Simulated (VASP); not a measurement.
Input of a VASP 6.6.1 run:

File INCAR:

```
PREC     = Accurate       # precision mode
ENCUT    = 520            # plane-wave cutoff, eV
EDIFF    = 1E-6           # SCF threshold, eV
ISMEAR   = 0              # smearing method
SIGMA    = 0.15           # smearing width, eV
LREAL    = False          # projectors in reciprocal space
LASPH    = True           # aspherical terms in the spheres
NELM     = 60             # most SCF steps
ALGO     = Fast           # electronic algorithm
ISIF     = 2              # what is computed and relaxed
LWAVE    = False          # write WAVECAR
LCHARG   = False          # write CHGCAR
GGA      = PE             # functional
NBANDS   = 10             # bands
```

File KPOINTS:

```
Automatic mesh
0
Gamma
  24 24 24
```

File POSCAR:

```
Ir
1.0
    0.0000000000      1.7589449499      2.2866284348
    1.7589449499      0.0000000000      2.2866284348
    1.7589449499      1.7589449499      0.0000000000
Ir
1
Direct
    0.0000000000      0.0000000000      0.0000000000
```

Potentials or basis: VASP PAW PBE potentials, release 64 (Ir).

Run with:

```console
$ cat potpaw_PBE.64/Ir/POTCAR > POTCAR
$ mpirun -np 1 vasp_std > vasp.out
```

What does it give for the pressure?

28.9 GPa.

Stress tensor (GPa, compression positive):
```
 56.24   0.00   0.00
  0.00  56.24   0.00
  0.00   0.00 -25.82
```
